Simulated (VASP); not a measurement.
## CuSi16 (a cell with a defect): single point with PBEsol

System: CuSi16 (a cell with a defect).

```
Si Cu
1.0
     0.00000    5.43000    5.43000
     5.43000    0.00000    5.43000
     5.43000    5.43000    0.00000
Si Cu
16 1
Direct
  0.01511 0.99538 0.99482
  0.14096 0.11845 0.11900
  0.00538 0.00667 0.49414
  0.14076 0.11912 0.62175
  0.00490 0.49369 0.00843
  0.14096 0.62229 0.11901
  0.00533 0.49455 0.49417
  0.08541 0.63790 0.63952
  0.51545 0.99662 0.99689
  0.64178 0.11975 0.11936
  0.51530 0.99706 0.49125
  0.61697 0.13455 0.62454
  0.51545 0.49169 0.99690
  0.61687 0.62415 0.13548
  0.45767 0.51418 0.51459
  0.61691 0.62462 0.62454
  0.82808 0.38990 0.39284
```

```json
{"Program": "VASP 6.6.1", "Task": "single point", "Functional": "PBEsol", "Potentials or basis": "VASP PAW PBE potentials, release 64 (Si, Cu)", "Cutoff": "520 eV", "k mesh": "2 × 2 × 2", "Occupations": "fermi-dirac, width 0.05 eV", "Spin": "no spin polarisation", "Dipole correction": "no", "Charge": "1", "Further INCAR settings": "LREAL = Auto; ALGO = Normal; EDIFF = 1e-07; NBANDS = 52; NELECT = 74.0"}
```

```yaml
Largest_force: 0.014 eV/Å
```

Forces on the atoms (eV/Å):
```
Si  -0.001  0.003  0.000
Si   0.002 -0.005 -0.001
Si   0.003  0.004 -0.013
Si  -0.002 -0.003  0.001
Si  -0.003 -0.008  0.003
Si   0.000 -0.005 -0.003
Si   0.013  0.005 -0.002
Si  -0.001  0.000 -0.001
Si  -0.002  0.001 -0.003
Si   0.003 -0.003 -0.002
Si   0.001  0.006 -0.001
Si  -0.005 -0.003  0.003
Si   0.003  0.002  0.002
Si  -0.007 -0.002  0.008
Si   0.005  0.007 -0.005
Si  -0.002 -0.003  0.005
Cu  -0.008  0.003  0.008
```

Levels at points of the mesh, in eV from the Fermi level:
| k point | band 35 | band 36 | band 37 | band 38 | band 39 | band 40 |
| --- | --- | --- | --- | --- | --- | --- |
| (0.00, 0.00, 0.00) | -0.73 | -0.21 | -0.20 | 0.17 | 0.48 | 0.48 |
| (0.50, 0.00, 0.00) | -0.93 | -0.75 | -0.74 | 0.30 | 1.15 | 1.20 |
| (0.00, 0.50, 0.00) | -0.86 | -0.79 | -0.72 | 0.51 | 0.96 | 1.16 |
| (0.00, 0.00, 0.50) | -0.86 | -0.79 | -0.71 | 0.50 | 0.96 | 1.16 |
| (0.50, 0.50, 0.50) | -0.86 | -0.79 | -0.72 | 0.51 | 0.96 | 1.16 |
| (0.50, 0.50, 0.00) | -1.46 | -1.42 | -1.00 | 0.58 | 0.94 | 1.92 |
| (0.00, 0.50, 0.50) | -1.46 | -1.42 | -1.00 | 0.58 | 0.94 | 1.92 |
| (0.50, 0.00, 0.50) | -1.46 | -1.42 | -1.01 | 0.58 | 0.94 | 1.92 |

Run time: 11 min on 1 thread of Intel Xeon 8259CL (shared host), peak memory 0.5 GiB.

Caveat: the k points lie up to 0.50 Å⁻¹ apart; the cell carries a net charge on a neutralising background, which shifts energy and pressure; the cell is charged against a uniform background, so pressure and absolute levels hang on convention; the PAW data sets were made with another functional, which shifts forces and pressure a little.
